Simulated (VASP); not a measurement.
# Fe (Fmmm) in VASP: a series of runs

Fe is run at these levels: PBE; tasks: single point.

All numbers are computed with VASP 6.6.1; they aren't measurements. Logs are shortened: lines on timing, memory, paths and dates and some standing lists are left out, and cuts for length are marked.

## 1. The cell of the first run

It takes space group Fmmm (No. 69, orthorhombic). Conventional cell: a = 2.997 Å, b = 3.883 Å, c = 3.930 Å, α = 90.00°, β = 90.00°, γ = 90.00°. Within 3.2 Å of Fe (site symmetry mmm) lie 14 Fe at 2.45 to 3.00 Å.

## 2. Single point, PBE, collinear spin, ferromagnetic start

File INCAR:

```
ALGO = Normal
EDIFF = 1E-6
ENCUT = 520
GGA = PE
ISIF = 2
ISMEAR = -1
ISPIN = 2
LASPH = True
LCHARG = False
LMAXMIX = 4
LORBIT = 11
LREAL = False
LWAVE = False
MAGMOM = 1.5
NBANDS = 14
NELM = 150
NUPDOWN = 1.5
PREC = Accurate
SIGMA = 0.05
```

File KPOINTS:

```
k-points
0
Gamma
  11 11 11
```

File POSCAR:

```
Fe
1.0
    0.0000000000      1.9417396906      1.9651051623
    1.4984397099      0.0000000000      1.9651051623
    1.4984397099      1.9417396906      0.0000000000
Fe
1
Direct
    0.0000000000      0.0000000000      0.0000000000
```

Potentials or basis: VASP PAW PBE potentials, release 64 (Fe).

Launch:

```sh
$ cat potpaw_PBE.64/Fe/POTCAR > POTCAR
$ mpirun -np 1 vasp_std > vasp.out
```

OUTCAR:

```text
EDIFF = 1E-6
   ENCUT = 520
   GGA = PE
   ISIF = 2
   ISMEAR = -1
   ISPIN = 2
   LASPH = True
   LORBIT = 11
   LREAL = False
   NELM = 150
   NUPDOWN = 1.5
   PREC = Accurate

 ion  position               nearest neighbor table
   1  0.000  0.000  0.000-

  LATTYP: Found a face centered orthorhombic cell.
 ALAT       =     2.9968794198
 B/A-ratio  =     1.2958410524
 C/A-ratio  =     1.3114342535

  Lattice vectors:

 A1 = (   0.0000000000,   1.9417396906,   1.9651051623)
 A2 = (   1.4984397099,   0.0000000000,   1.9651051623)
 A3 = (   1.4984397099,   1.9417396906,   0.0000000000)

Analysis of symmetry for initial positions (statically):
=====================================================================
 Subroutine PRICEL returns:
 Original cell was already a primitive cell.

 Routine SETGRP: Setting up the symmetry group for a
 face centered orthorhombic supercell.

 Subroutine GETGRP returns: Found  8 space group operations
 (whereof  8 operations were pure point group operations)
 out of a pool of  8 trial point group operations.

The static configuration has the point symmetry D_2h.

Analysis of symmetry for dynamics (positions and initial velocities):
=====================================================================
 Subroutine PRICEL returns:
 Original cell was already a primitive cell.

 Routine SETGRP: Setting up the symmetry group for a
 face centered orthorhombic supercell.

 Subroutine GETGRP returns: Found  8 space group operations
 (whereof  8 operations were pure point group operations)
 out of a pool of  8 trial point group operations.

The dynamic configuration has the point symmetry D_2h.

Analysis of structural, dynamic, and magnetic symmetry:
=====================================================================
 Subroutine PRICEL returns:
 Original cell was already a primitive cell.

 Routine SETGRP: Setting up the symmetry group for a
 face centered orthorhombic supercell.

 Subroutine GETGRP returns: Found  8 space group operations
 (whereof  8 operations were pure point group operations)
 out of a pool of  8 trial point group operations.

The overall configuration has the point symmetry D_2h.

 Subroutine INISYM returns: Found  8 space group operations
 (whereof  8 operations are pure point group operations),
 and found     1 'primitive' translations

----------------------------------------------------------------------------------------

                                     Primitive cell

  volume of cell :      11.4353

  direct lattice vectors                    reciprocal lattice vectors
     0.000000000  1.941739691  1.965105162    -0.333680426  0.257501045  0.254439309
     1.498439710  0.000000000  1.965105162     0.333680426 -0.257501045  0.254439309
     1.498439710  1.941739691  0.000000000     0.333680426  0.257501045 -0.254439309

  length of vectors
     2.762605894  2.471226388  2.452687218     0.492329947  0.492329947  0.492329947

  position of ions in fractional coordinates (direct lattice)
     0.000000000  0.000000000  0.000000000

  ion indices of the primitive-cell ions
   primitive index   ion index
                 1           1

----------------------------------------------------------------------------------------

 KPOINTS: k-points

Automatic generation of k-mesh.
 Grid dimensions read from file:
 generate k-points for:   11   11   11

 Generating k-lattice:

  Cartesian coordinates                     Fractional coordinates (reciprocal lattice)
    -0.030334584  0.023409186  0.023130846     0.090909091  0.000000000  0.000000000
     0.030334584 -0.023409186  0.023130846     0.000000000  0.090909091  0.000000000
     0.030334584  0.023409186 -0.023130846     0.000000000  0.000000000  0.090909091

  Length of vectors
     0.044757268  0.044757268  0.044757268

  Shift w.r.t. Gamma in fractional coordinates (k-lattice)
     0.000000000  0.000000000  0.000000000

 Subroutine IBZKPT returns following result:
 ===========================================

 Found    216 irreducible k-points:

 Following reciprocal coordinates:
            Coordinates               Weight
  0.000000  0.000000  0.000000      1.000000
  0.090909  0.000000 -0.000000      8.000000
  0.181818 -0.000000 -0.000000      8.000000
  0.272727 -0.000000 -0.000000      8.000000
  0.363636 -0.000000 -0.000000      8.000000
  0.454545 -0.000000  0.000000      8.000000
[... 16 lines left out ...]
 -0.272727  0.181818 -0.000000      8.000000
 -0.181818  0.181818  0.000000      4.000000
 [... further k-points ...]
   k-points           NKPTS =    216   k-points in BZ     NKDIM =    216   number of bands    NBANDS=     14
   number of dos      NEDOS =    301   number of ions     NIONS =      1
   total plane-waves  NPLWV =   7776
   dimension x,y,z NGX =    24 NGY =   18 NGZ =   18
   dimension x,y,z NGXF=    48 NGYF=   36 NGZF=   36
   ions per type =               1
   NGX,Y,Z   is equivalent  to a cutoff of  14.44, 12.11, 12.20 a.u.
   NGXF,Y,Z  is equivalent  to a cutoff of  28.89, 24.22, 24.40 a.u.
 SYSTEM =  unknown system
   PREC   = accura    normal or accurate (medium, high low for compatibility)
   ISTART =      0    job   : 0-new  1-cont  2-samecut
   ICHARG =      2    charge: 1-file 2-atom 10-const
   ISPIN  =      2    spin polarized calculation?
   LNONCOLLINEAR =      F non collinear calculations
   LSORBIT =      F    spin-orbit coupling
   LASPH  =      T    aspherical Exc in radial PAW
   ENCUT  =  520.0 eV  38.22 Ry    6.18 a.u.   5.14  4.59  4.56*2*pi/ulx,y,z
   NELM   =    150;   NELMIN=  2; NELMDL= -5     # of ELM steps
   EDIFF  = 0.1E-05   stopping-criterion for ELM
   LREAL  =      F    real-space projection
   EDIFFG = 0.1E-04   stopping-criterion for IOM
   NSW    =      0    number of steps for IOM
   IBRION =     -1    ionic relax: 0-MD 1-quasi-New 2-CG
   NFREE  =      0    steps in history (QN), initial steepest desc. (CG)
   ISIF   =      2    stress and relaxation
   ISYM   =      2    0-nonsym 1-usesym 2-fastsym
   POTIM  = 0.5000    time-step for ionic-motion
   TEBEG  =    0.0;   TEEND  =   0.0 temperature during run
   PSTRESS=    0.0 pullay stress
   NELECT =       8.0000    total number of electrons
   NUPDOWN=       1.5000    fix difference up-down
   EMIN   =  10.00;   EMAX   =-10.00  energy-range for DOS
   EFERMI =   0.00;   METHOD = LEGACY
   ISMEAR =    -1;   SIGMA  =   0.05  broadening in eV -4-tet -1-fermi 0-gaus
   EFERMI_NEDOS =   21; number of points for ismear=-14 and -15
   IALGO  =     38    algorithm
   IMIX   =      4    mixing-type and parameters
     AMIX     =   0.40;   BMIX     =  1.00
     AMIX_MAG =   1.60;   BMIX_MAG =  1.00
  volume/ion in A,a.u.               =      11.44        77.17
  Fermi-wavevector in a.u.,A,eV,Ry     =   1.453303  2.746344 28.736719  2.112089
  Thomas-Fermi vector in A             =   2.570585
   LORBIT       =     11    0 simple, 1 ext, 2 COOP (PROOUT), +10 PAW based schemes
   GGA     = PE    functional components
   LHFCALC =     F    Hartree Fock is set to
   AEXX    =    0.0000 exact exchange contribution
   IVDW    =     0    specifies the selected vdW correction
   LEPSILON=     F    determine dielectric tensor
   LRPA    =     F    only Hartree local field effects (RPA)
 spin polarized calculation
  energy-cutoff  :      520.00
  volume of cell :       11.44
 maximum number of plane-waves:       337
 NGX is ok and might be reduce to    24
   NGX = 11   NGY =  9   NGZ =  9

 number of electron       8.0000000 magnetization       1.5000001

 Free energy of the ion-electron system (eV)
  ---------------------------------------------------
  ext. energy  EPLUGINS =         0.00000000
  ---------------------------------------------------
  free energy    TOTEN  =        -8.09327311 eV

  energy without entropy =       -8.08058785  energy(sigma->0) =       -8.08693048

 E-fermi :   6.1434     XC(G=0): -13.1009

 val. band max:        6.1420780099   @ k =   0.3636   0.0909   0.1818
 cond. band min:       5.5820138511   @ k =  -0.0909   0.3636   0.3636
 fundamental gap:     -0.5600641588
 Fermi energy:         5.5512926476

 spin component 1

 k-point     1 :       0.0000    0.0000    0.0000
  band No.  band energies     occupation
      1      -2.5866      1.00000
      2       3.5848      1.00000
      3       3.6790      1.00000
      4       3.9993      1.00000
      5       4.5842      1.00000
      6       4.9229      1.00000
      7      29.6617      0.00000
      8      31.1338      0.00000
      9      31.3993      0.00000
     10      35.3023      0.00000
     11      36.3442      0.00000
     12      36.6869      0.00000
     13      37.2664      0.00000
     14      37.3599      0.00000

 k-point     2 :       0.0909    0.0000   -0.0000
  band No.  band energies     occupation
      1      -2.2560      1.00000
      2       3.5959      1.00000
      3       3.6818      1.00000
      4       4.0690      1.00000
      5       4.5362      1.00000
      6       4.8877      1.00000
      7      28.2186      0.00000
      8      30.1525      0.00000
      9      31.0229      0.00000
     10      34.2939      0.00000
     11      35.3359      0.00000
     12      35.8766      0.00000
     13      36.8593      0.00000
     14      39.2337      0.00000
[... 343 lines left out ...]
      1       1.5560      1.00000
      2       2.8270      1.00000
      3       3.3050      1.00000
      4       4.7068      1.00000
      5       4.9435      0.99999
      6       7.2122      0.00000
      7      17.0696      0.00000
      8      20.1186      0.00000
      9      26.8981      0.00000
     10      32.4957      0.00000
     11      36.0257      0.00000
     12      39.6781      0.00000
     13      42.0694      0.00000
     14      44.9917      0.00000

 k-point    24 :      -0.1818    0.1818    0.0000
  band No.  band energies     occupation
      1       0.6496      1.00000
      2       2.9428      1.00000
      3       3.3169      1.00000
      4       4.6193      1.00000
      5       4.7668      1.00000
      6       5.9582      0.00029
      7      20.6766      0.00000
      8      21.5511      0.00000
      9      28.4782      0.00000
     10      32.0437      0.00000
     11      35.5431      0.00000
     12      38.9986      0.00000
     13      42.0916      0.00000
     14      42.7711      0.00000

 [... further k-points ...]

 spin component 2

 k-point     1 :       0.0000    0.0000    0.0000
  band No.  band energies     occupation
      1      -2.5408      1.00000
      2       4.6489      1.00000
      3       4.7794      1.00000
      4       5.2970      1.00000
      5       6.6663      0.00003
      6       7.2812      0.00000
      7      29.3500      0.00000
      8      30.8911      0.00000
      9      31.1846      0.00000
     10      35.5839      0.00000
     11      36.3705      0.00000
     12      37.4977      0.00000
     13      37.5279      0.00000
     14      37.6148      0.00000

 k-point     2 :       0.0909    0.0000   -0.0000
  band No.  band energies     occupation
      1      -2.2089      1.00000
      2       4.6618      1.00000
      3       4.7886      1.00000
      4       5.3538      1.00000
      5       6.6004      0.00011
      6       7.2358      0.00000
      7      28.1718      0.00000
      8      29.9726      0.00000
      9      30.8765      0.00000
     10      34.6616      0.00000
     11      35.6645      0.00000
     12      36.2497      0.00000
     13      37.0289      0.00000
     14      39.5808      0.00000
[... 343 lines left out ...]
      1       2.0318      1.00000
      2       3.9202      1.00000
      3       4.2804      1.00000
      4       6.5698      0.00020
      5       6.9726      0.00000
      6       8.4072      0.00000
      7      17.5940      0.00000
      8      20.4758      0.00000
      9      27.1550      0.00000
     10      32.5200      0.00000
     11      36.0644      0.00000
     12      39.8641      0.00000
     13      42.4519      0.00000
     14      45.3019      0.00000

 k-point    24 :      -0.1818    0.1818    0.0000
  band No.  band energies     occupation
      1       0.8184      1.00000
      2       4.1056      1.00000
      3       4.3852      1.00000
      4       6.4107      0.00474
      5       6.8668      0.00000
      6       7.3853      0.00000
      7      21.0915      0.00000
      8      21.8665      0.00000
      9      28.7600      0.00000
     10      31.9903      0.00000
     11      35.6998      0.00000
     12      39.0746      0.00000
     13      42.4274      0.00000
     14      43.0741      0.00000

 [... further k-points ...]
[... 5 lines left out ...]
  --------------------------------------------------------------------------------------
  -------------------------------------------------------------------------------------
  Total       -1.0489637     -0.5386125     -0.7488701      0.0000000      0.0000000      0.0000000
  in kB     -146.9687452    -75.4641970   -104.9230683      0.0000000      0.0000000      0.0000000
  external PRESSURE =    -109.1186702 kB  Pullay stress =       0.0000000 kB

 VOLUME and BASIS-vectors are now :
 -----------------------------------------------------------------------------
  energy-cutoff  :      520.00
  volume of cell :       11.44
      direct lattice vectors                 reciprocal lattice vectors
     0.000000000  1.941739691  1.965105162    -0.333680426  0.257501045  0.254439309
     1.498439710  0.000000000  1.965105162     0.333680426 -0.257501045  0.254439309
     1.498439710  1.941739691  0.000000000     0.333680426  0.257501045 -0.254439309

 POSITION                                       TOTAL-FORCE (eV/Angst)
 -----------------------------------------------------------------------------------
      0.00000      0.00000      0.00000         0.000000      0.000000      0.000000
 -----------------------------------------------------------------------------------
    total drift:                                0.000000     -0.000000     -0.000000

  FREE ENERGIE OF THE ION-ELECTRON SYSTEM (eV)
  ---------------------------------------------------
  free  energy   TOTEN  =        -8.0932731070 eV

  energy  without entropy=       -8.0805878482  energy(sigma->0) =       -8.08693048

 total charge

# of ion       s       p       d       tot
------------------------------------------
    1        0.481   0.532   6.239   7.252

 magnetization (x)

# of ion       s       p       d       tot
------------------------------------------
    1       -0.013  -0.061   1.584   1.510
```

Run time: 34 s. Hardware: 1 thread of Intel Xeon Platinum 8559C (Emerald Rapids), shared host; peak memory 0.17 GiB.

What came out:

```yaml
Free_energy: -8.0933 eV
Pressure: -10.9 GPa
Net_moment: 1.50 μB per cell
Site_moments: Fe +1.51 μB
Valence_electrons_inside_the_program's_atomic_spheres: Fe 7.25
```

Caveat: the total moment is fixed, so each spin has its own Fermi level.

## 3. Single point, PBE, collinear spin, ferromagnetic start

File INCAR:

```
SYSTEM = Fe
ALGO = Normal
EDIFF = 1E-6
ENCUT = 520
GGA = PE
ISIF = 2
ISMEAR = -1
ISPIN = 2
LASPH = .True.
LCHARG = .True.
LELF = .True.
LMAXMIX = 4
LORBIT = 11
LREAL = .False.
LVHAR = .True.
LWAVE = .False.
MAGMOM = 2.2
NBANDS = 14
NELM = 150
NUPDOWN = 2.2
PREC = Accurate
SIGMA = 0.05
```

File KPOINTS:

```
k-points
0
Gamma
  11 11 11
  0 0 0
```

POSCAR is that of step 2.

Potentials or basis: VASP PAW PBE potentials, release 64 (Fe).

Launch:

```sh
$ cat potpaw_PBE.64/Fe/POTCAR > POTCAR
$ mpirun -np 1 vasp_std > vasp.out
```

OUTCAR:

```text
SYSTEM = Fe
   EDIFF = 1E-6
   ENCUT = 520
   GGA = PE
   ISIF = 2
   ISMEAR = -1
   ISPIN = 2
   LASPH = .True.
   LORBIT = 11
   LREAL = .False.
   NELM = 150
   NUPDOWN = 2.2
   PREC = Accurate

 ion  position               nearest neighbor table
   1  0.000  0.000  0.000-

  LATTYP: Found a face centered orthorhombic cell.
 ALAT       =     2.9968794198
 B/A-ratio  =     1.2958410524
[... 1021 lines left out ...]
     14      43.1726      0.00000

 [... further k-points ...]
[... 5 lines left out ...]
  --------------------------------------------------------------------------------------
  -------------------------------------------------------------------------------------
  Total       -0.4651889      0.2087987      0.0581826      0.0000000      0.0000000      0.0000000
  in kB      -65.1769171     29.2544707      8.1518763      0.0000000      0.0000000      0.0000000
  external PRESSURE =      -9.2568567 kB  Pullay stress =       0.0000000 kB

 VOLUME and BASIS-vectors are now :
 -----------------------------------------------------------------------------
  energy-cutoff  :      520.00
  volume of cell :       11.44
      direct lattice vectors                 reciprocal lattice vectors
     0.000000000  1.941739691  1.965105162    -0.333680426  0.257501045  0.254439309
     1.498439710  0.000000000  1.965105162     0.333680426 -0.257501045  0.254439309
     1.498439710  1.941739691  0.000000000     0.333680426  0.257501045 -0.254439309

 POSITION                                       TOTAL-FORCE (eV/Angst)
 -----------------------------------------------------------------------------------
      0.00000      0.00000      0.00000         0.000000     -0.000000      0.000000
 -----------------------------------------------------------------------------------
    total drift:                                0.000000      0.000000     -0.000000

  FREE ENERGIE OF THE ION-ELECTRON SYSTEM (eV)
  ---------------------------------------------------
  free  energy   TOTEN  =        -8.2255836668 eV

  energy  without entropy=       -8.2169011558  energy(sigma->0) =       -8.22124241

 total charge

# of ion       s       p       d       tot
------------------------------------------
    1        0.485   0.537   6.233   7.255

 magnetization (x)

# of ion       s       p       d       tot
------------------------------------------
    1       -0.014  -0.057   2.270   2.199
```

OSZICAR:

```text
N       E                     dE             d eps       ncg     rms          rms(c)
DAV:   1     0.228475090443E+02    0.22848E+02   -0.37760E+03 13170   0.689E+02
DAV:   2    -0.829286634092E+01   -0.31140E+02   -0.28845E+02 13272   0.131E+02
DAV:   3    -0.922308248719E+01   -0.93022E+00   -0.92137E+00 14654   0.232E+01
DAV:   4    -0.922616723888E+01   -0.30848E-02   -0.30845E-02 14118   0.122E+00
DAV:   5    -0.922618170433E+01   -0.14465E-04   -0.14465E-04 14736   0.855E-02    0.117E+01
DAV:   6    -0.833925965827E+01    0.88692E+00   -0.10343E+01 15414   0.372E+01    0.542E+00
DAV:   7    -0.824220267124E+01    0.97057E-01   -0.70459E-01 14874   0.938E+00    0.356E+00
DAV:   8    -0.823339390076E+01    0.88088E-02   -0.68908E-03 14384   0.583E-01    0.134E+00
DAV:   9    -0.822583749598E+01    0.75564E-02   -0.76819E-03 16894   0.565E-01    0.259E-01
DAV:  10    -0.822556681683E+01    0.27068E-03   -0.34274E-04 14148   0.202E-01    0.416E-02
DAV:  11    -0.822558164962E+01   -0.14833E-04   -0.26050E-05 14442   0.529E-02    0.345E-02
DAV:  12    -0.822558311857E+01   -0.14689E-05   -0.42410E-06 13882   0.207E-02    0.118E-02
DAV:  13    -0.822558366677E+01   -0.54820E-06   -0.19664E-06 11444   0.154E-02
   1 F= -.82255837E+01 E0= -.82212424E+01  d E =-.868251E-02  mag=     2.2000
```

stdout:

```text
POSCAR found type information on POSCAR Fe
 POSCAR found :  1 types and       1 ions
 scaLAPACK will be used
 LDA part: xc-table for (Slater+PW92), standard interpolation
 POSCAR, INCAR and KPOINTS ok, starting setup
 FFT: planning ... GRIDC
 FFT: planning ... GRID_SOFT
 FFT: planning ... GRID
 WAVECAR not read
 entering main loop
```

Run time: 30 s. Hardware: 1 thread of Intel Xeon Platinum 8559C (Emerald Rapids), shared host; peak memory 0.17 GiB.

What came out:

```
Free energy                                           : -8.2256 eV
Pressure                                              : -0.9 GPa
Net moment                                            : 2.20 μB per cell
Site moments                                          : Fe +2.20 μB
Valence electrons inside the program's atomic spheres : Fe 7.25
```

Stress tensor (GPa, compression positive):
```
-6.52  0.00  0.00
 0.00  2.93  0.00
 0.00  0.00  0.82
```

Caveat: the total moment is fixed, so each spin has its own Fermi level.
